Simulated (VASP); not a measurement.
A run of VASP 6.6.1 is set up as follows.

The input INCAR:

```
SYSTEM = CaF2
  PREC = Accurate
  ENCUT = 600
  EDIFF = 1E-8
  ISMEAR = 0
  SIGMA = 0.01
  LREAL = .False.
  LASPH = .True.
  NELM = 120
  ALGO = Normal
  ISIF = 2
  LWAVE = .False.
  LCHARG = .False.
  GGA = PS
  NBANDS = 19
  IBRION = 8
  NSW = 1
  LEPSILON = .True.
  GGA_COMPAT = .False.
```

KPOINTS

```
Automatic mesh
0
Gamma
  8 8 8
  0 0 0
```

File POSCAR:

```
CaF2
1.0
    0.0000000000      2.6920975287      2.6920975287
    2.6920975287      0.0000000000      2.6920975287
    2.6920975287      2.6920975287      0.0000000000
Ca F
1 2
Direct
    0.0000000000      0.0000000000      0.0000000000
    0.2500000000      0.2500000000      0.2500000000
    0.7500000000      0.7500000000      0.7500000000
```

Potentials or basis: VASP PAW PBE potentials, release 64 (Ca_sv, F).

The run is started by

```console
$ cat potpaw_PBE.64/Ca_sv/POTCAR potpaw_PBE.64/F/POTCAR > POTCAR
$ mpirun -np 1 vasp_std > vasp.out
```

**Question.** Estimate the electronic dielectric tensor (diagonal).

**Answer.** 2.33.

**Question.** Predict the Born charges (mean of the diagonal).

**Answer.** Ca +2.38; F -1.19 e.

**Question.** Estimate the highest phonon frequency at Γ, LO-TO splitting left out.

**Answer.** 331 cm⁻¹.

Phonon frequencies in cm⁻¹ (negative: imaginary):
```tsv
q point	frequencies
(0.000, 0.000, 0.000)	-1 -1 -1 270 270 270 331 331 331
```

Caveat: the cell stands under pressure or tension, which shifts response properties.
